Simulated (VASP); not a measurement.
# Co (P6_3/mmc) in VASP: single point with PBEsol+D4

Aim: the single point of Co with PBEsol+D4.

All numbers are computed with VASP 6.6.1; they aren't measurements. Logs are shortened: lines on timing, memory, paths and dates and some standing lists are left out, and cuts for length are marked.

### Step 1. The cell of the first run

It takes space group P6_3/mmc (No. 194, hexagonal). Conventional cell: a = 2.444 Å, b = 2.444 Å, c = 3.948 Å, α = 90.00°, β = 90.00°, γ = 120.00°. Within 3.2 Å of Co (site symmetry -6m2) lie 12 Co at 2.43 to 2.44 Å.

### Step 2. Single point, PBEsol+D4, collinear spin, ferromagnetic start

INCAR

```
PREC = Accurate
ENCUT = 600
EDIFF = 1E-6
ISMEAR = 0
SIGMA = 0.1
LREAL = False
LASPH = True
NELM = 200
ALGO = Normal
ISIF = 2
LWAVE = False
LCHARG = False
ISPIN = 2
MAGMOM = 1.73 1.73
LORBIT = 11
LMAXMIX = 4
GGA = PS
IVDW = 13
NBANDS = 20
GGA_COMPAT = False
```

KPOINTS

```
regular mesh
0
Gamma
  21 21 10
```

POSCAR

```
Co
1.0
    2.4441171111      0.0000000000      0.0000000000
   -1.2220585555      2.1166675080      0.0000000000
    0.0000000000      0.0000000000      3.9476384649
Co
2
Direct
    0.3333333333      0.6666666667      0.2500000000
    0.6666666667      0.3333333333      0.7500000000
```

Potentials or basis: VASP PAW PBE potentials, release 64 (Co).

The run is started by

```console
> cat potpaw_PBE.64/Co/POTCAR > POTCAR
> mpirun -np 1 vasp_std > vasp.out
```

OUTCAR:

```text
PREC = Accurate
   ENCUT = 600
   EDIFF = 1E-6
   ISMEAR = 0
   LREAL = False
   LASPH = True
   NELM = 200
   ISIF = 2
   ISPIN = 2
   LORBIT = 11
   GGA = PS
   IVDW = 13

 ion  position               nearest neighbor table
   1  0.333  0.667  0.250-   2 2.43   2 2.43   2 2.43   2 2.43   2 2.43   2 2.43
   2  0.667  0.333  0.750-   1 2.43   1 2.43   1 2.43   1 2.43   1 2.43   1 2.43

  LATTYP: Found a hexagonal cell.
 ALAT       =     2.4441171111
 C/A-ratio  =     1.6151592929

  Lattice vectors:

 A1 = (   2.4441171111,   0.0000000000,   0.0000000000)
 A2 = (  -1.2220585555,   2.1166675080,   0.0000000000)
 A3 = (   0.0000000000,   0.0000000000,   3.9476384649)

Analysis of symmetry for initial positions (statically):
=====================================================================
 Subroutine PRICEL returns:
 Original cell was already a primitive cell.

 Routine SETGRP: Setting up the symmetry group for a
 hexagonal supercell.

 Subroutine GETGRP returns: Found 24 space group operations
 (whereof 12 operations were pure point group operations)
 out of a pool of 24 trial point group operations.

The static configuration has the point symmetry D_3d.
 The point group associated with its full space group is D_6h.

Analysis of symmetry for dynamics (positions and initial velocities):
=====================================================================
 Subroutine PRICEL returns:
 Original cell was already a primitive cell.

 Routine SETGRP: Setting up the symmetry group for a
 hexagonal supercell.

 Subroutine GETGRP returns: Found 24 space group operations
 (whereof 12 operations were pure point group operations)
 out of a pool of 24 trial point group operations.

The dynamic configuration has the point symmetry D_3d.
 The point group associated with its full space group is D_6h.

Analysis of structural, dynamic, and magnetic symmetry:
=====================================================================
 Subroutine PRICEL returns:
 Original cell was already a primitive cell.

 Routine SETGRP: Setting up the symmetry group for a
 hexagonal supercell.

 Subroutine GETGRP returns: Found 24 space group operations
 (whereof 12 operations were pure point group operations)
 out of a pool of 24 trial point group operations.

The overall configuration has the point symmetry D_3d.
 The point group associated with its full space group is D_6h.

 Subroutine INISYM returns: Found 24 space group operations
 (whereof 12 operations are pure point group operations),
 and found     1 'primitive' translations

----------------------------------------------------------------------------------------

                                     Primitive cell

  volume of cell :      20.4226

  direct lattice vectors                    reciprocal lattice vectors
     2.444117111  0.000000000  0.000000000     0.409145697  0.236220379  0.000000000
    -1.222058556  2.116667508  0.000000000     0.000000000  0.472440757  0.000000000
     0.000000000  0.000000000  3.947638465     0.000000000  0.000000000  0.253316004

  length of vectors
     2.444117111  2.444117111  3.947638465     0.472440757  0.472440757  0.253316004

  position of ions in fractional coordinates (direct lattice)
     0.333333333  0.666666667  0.250000000
     0.666666667  0.333333333  0.750000000

  ion indices of the primitive-cell ions
   primitive index   ion index
                 1           1
                 2           2

----------------------------------------------------------------------------------------

 KPOINTS: regular mesh

Automatic generation of k-mesh.
 Grid dimensions read from file:
 generate k-points for:   21   21   10

 Generating k-lattice:

  Cartesian coordinates                     Fractional coordinates (reciprocal lattice)
     0.019483128  0.011248589  0.000000000     0.047619048  0.000000000  0.000000000
     0.000000000  0.022497179  0.000000000     0.000000000  0.047619048  0.000000000
     0.000000000  0.000000000  0.025331600     0.000000000  0.000000000  0.100000000

  Length of vectors
     0.022497179  0.022497179  0.025331600

  Shift w.r.t. Gamma in fractional coordinates (k-lattice)
     0.000000000  0.000000000  0.000000000

 Subroutine IBZKPT returns following result:
 ===========================================

 Found    288 irreducible k-points:

 Following reciprocal coordinates:
            Coordinates               Weight
  0.000000  0.000000  0.000000      1.000000
  0.047619  0.000000  0.000000      6.000000
  0.095238 -0.000000  0.000000      6.000000
  0.142857  0.000000  0.000000      6.000000
  0.190476 -0.000000  0.000000      6.000000
  0.238095  0.000000  0.000000      6.000000
[... 16 lines left out ...]
  0.142857  0.095238  0.000000     12.000000
  0.190476  0.095238  0.000000     12.000000
 [... further k-points ...]
   k-points           NKPTS =    288   k-points in BZ     NKDIM =    288   number of bands    NBANDS=     20
   number of dos      NEDOS =    301   number of ions     NIONS =      2
   total plane-waves  NPLWV =  12800
   dimension x,y,z NGX =    20 NGY =   20 NGZ =   32
   dimension x,y,z NGXF=    40 NGYF=   40 NGZF=   64
   ions per type =               2
   NGX,Y,Z   is equivalent  to a cutoff of  13.60, 13.60, 13.48 a.u.
   NGXF,Y,Z  is equivalent  to a cutoff of  27.21, 27.21, 26.95 a.u.
 SYSTEM =  unknown system
   PREC   = accura    normal or accurate (medium, high low for compatibility)
   ISTART =      0    job   : 0-new  1-cont  2-samecut
   ICHARG =      2    charge: 1-file 2-atom 10-const
   ISPIN  =      2    spin polarized calculation?
   LNONCOLLINEAR =      F non collinear calculations
   LSORBIT =      F    spin-orbit coupling
   LASPH  =      T    aspherical Exc in radial PAW
   ENCUT  =  600.0 eV  44.10 Ry    6.64 a.u.   4.88  4.88  7.88*2*pi/ulx,y,z
   NELM   =    200;   NELMIN=  2; NELMDL= -5     # of ELM steps
   EDIFF  = 0.1E-05   stopping-criterion for ELM
   LREAL  =      F    real-space projection
   EDIFFG = 0.1E-04   stopping-criterion for IOM
   NSW    =      0    number of steps for IOM
   IBRION =     -1    ionic relax: 0-MD 1-quasi-New 2-CG
   NFREE  =      0    steps in history (QN), initial steepest desc. (CG)
   ISIF   =      2    stress and relaxation
   ISYM   =      2    0-nonsym 1-usesym 2-fastsym
   POTIM  = 0.5000    time-step for ionic-motion
   TEBEG  =    0.0;   TEEND  =   0.0 temperature during run
   PSTRESS=    0.0 pullay stress
   NELECT =      18.0000    total number of electrons
   NUPDOWN=      -1.0000    fix difference up-down
   EMIN   =  10.00;   EMAX   =-10.00  energy-range for DOS
   EFERMI =   0.00;   METHOD = LEGACY
   ISMEAR =     0;   SIGMA  =   0.10  broadening in eV -4-tet -1-fermi 0-gaus
   EFERMI_NEDOS =   21; number of points for ismear=-14 and -15
   IALGO  =     38    algorithm
   IMIX   =      4    mixing-type and parameters
     AMIX     =   0.40;   BMIX     =  1.00
     AMIX_MAG =   1.60;   BMIX_MAG =  1.00
  volume/ion in A,a.u.               =      10.21        68.91
  Fermi-wavevector in a.u.,A,eV,Ry     =   1.569622  2.966155 33.520840  2.463712
  Thomas-Fermi vector in A             =   2.671477
   LORBIT       =     11    0 simple, 1 ext, 2 COOP (PROOUT), +10 PAW based schemes
   GGA     = PS    functional components
   LHFCALC =     F    Hartree Fock is set to
   AEXX    =    0.0000 exact exchange contribution
   IVDW    =    13    specifies the selected vdW correction
   LEPSILON=     F    determine dielectric tensor
   LRPA    =     F    only Hartree local field effects (RPA)
 spin polarized calculation
 Gauss-broadening in eV      SIGMA  =   0.10
  energy-cutoff  :      600.00
  volume of cell :       20.42
 maximum number of plane-waves:       705
 NGX is ok and might be reduce to    20
   NGX =  9   NGY =  9   NGZ = 15

 number of electron      18.0000003 magnetization       3.0903157

 Free energy of the ion-electron system (eV)
  ---------------------------------------------------
  ext. energy  EPLUGINS =         0.00000000
  ---------------------------------------------------
  free energy    TOTEN  =       -15.47529199 eV

  energy without entropy =      -15.46726576  energy(sigma->0) =      -15.47127887

 E-fermi :  10.9441     XC(G=0): -13.9415

 val. band max:       10.9433181798   @ k =   0.0476   0.0476   0.2000
 cond. band min:      10.9443481479   @ k =   0.0952   0.0476   0.2000
 fundamental gap:      0.0010299681
 Fermi energy:        10.9441014405

 spin component 1

 k-point     1 :       0.0000    0.0000    0.0000
  band No.  band energies     occupation
      1       1.6213      1.00000
      2       5.5205      1.00000
      3       8.2878      1.00000
      4       8.3052      1.00000
      5       8.3052      1.00000
      6       8.6551      1.00000
[... 12 lines left out ...]
     19      37.8354      0.00000
     20      37.8354      0.00000
[... 507 lines left out ...]
 k-point    24 :       0.1905    0.0952    0.0000
  band No.  band energies     occupation
      1       3.7619      1.00000
      2       6.4696      1.00000
      3       7.2944      1.00000
      4       7.3970      1.00000
      5       8.3341      1.00000
      6       8.3737      1.00000
[... 12 lines left out ...]
     19      36.9383      0.00000
     20      38.2213      0.00000

 [... further k-points ...]

 spin component 2

 k-point     1 :       0.0000    0.0000    0.0000
  band No.  band energies     occupation
      1       1.6865      1.00000
      2       6.4411      1.00000
      3       9.8445      1.00000
      4       9.8588      1.00000
      5       9.8588      1.00000
      6      10.2618      1.00000
[... 12 lines left out ...]
     19      38.1800      0.00000
     20      38.1800      0.00000
[... 507 lines left out ...]
 k-point    24 :       0.1905    0.0952    0.0000
  band No.  band energies     occupation
      1       3.8672      1.00000
      2       7.5708      1.00000
      3       8.3779      1.00000
      4       8.7281      1.00000
      5       9.8212      1.00000
      6       9.9315      1.00000
[... 12 lines left out ...]
     19      37.1972      0.00000
     20      38.6747      0.00000

 [... further k-points ...]

------------------------ aborting loop because EDIFF is reached ----------------------------------------

  DFT-D4 for vdW energy calculation

  Edisp (eV):   -0.52070

  FORCE on cell =-STRESS in cart. coord.  units (eV):
  Direction    XX          YY          ZZ          XY          YZ          ZX
  --------------------------------------------------------------------------------------
  -------------------------------------------------------------------------------------
  Total      -0.13255    -0.13255    -0.14763    -0.00000    -0.00000     0.00000
  in kB     -10.39890   -10.39890   -11.58159    -0.00000    -0.00000     0.00000
  external pressure =      -10.79 kB  Pullay stress =        0.00 kB

 VOLUME and BASIS-vectors are now :
 -----------------------------------------------------------------------------
  energy-cutoff  :      600.00
  volume of cell :       20.42
      direct lattice vectors                 reciprocal lattice vectors
     2.444117111  0.000000000  0.000000000     0.409145697  0.236220379  0.000000000
    -1.222058556  2.116667508  0.000000000     0.000000000  0.472440757  0.000000000
     0.000000000  0.000000000  3.947638465     0.000000000  0.000000000  0.253316004

 POSITION                                       TOTAL-FORCE (eV/Angst)
 -----------------------------------------------------------------------------------
     -0.00000      1.41111      0.98691         0.000000     -0.000000      0.000000
      1.22206      0.70556      2.96073        -0.000000      0.000000      0.000000
 -----------------------------------------------------------------------------------
    total drift:                               -0.000000      0.000000     -0.000000

  FREE ENERGIE OF THE ION-ELECTRON SYSTEM (eV)
  ---------------------------------------------------
  free  energy   TOTEN  =       -15.9959896081 eV

  energy  without entropy=      -15.9879633796  energy(sigma->0) =      -15.99197649

 total charge

# of ion       s       p       d       tot
------------------------------------------
    1        0.515   0.580   7.303   8.397
    2        0.515   0.580   7.303   8.397
--------------------------------------------------
tot          1.029   1.159  14.605  16.794

 magnetization (x)

# of ion       s       p       d       tot
------------------------------------------
    1       -0.016  -0.053   1.619   1.550
    2       -0.016  -0.053   1.619   1.550
--------------------------------------------------
tot         -0.031  -0.106   3.238   3.101
```

Wall time 6 min (1 thread of Intel Xeon 8259CL, shared host); peak memory 0.31 GiB.

Results:

| Property | Result |
| --- | --- |
| Free energy | -15.9960 eV |
| Pressure | -1.1 GPa |
| Net moment | 3.09 μB per cell |
| Site moments | Co +1.55 μB |
| Valence electrons inside the program's atomic spheres | Co 8.40 |
| Dispersion energy per atom | -0.260 eV |

Caveat: the PAW data sets were made with another functional, which shifts forces and pressure a little.
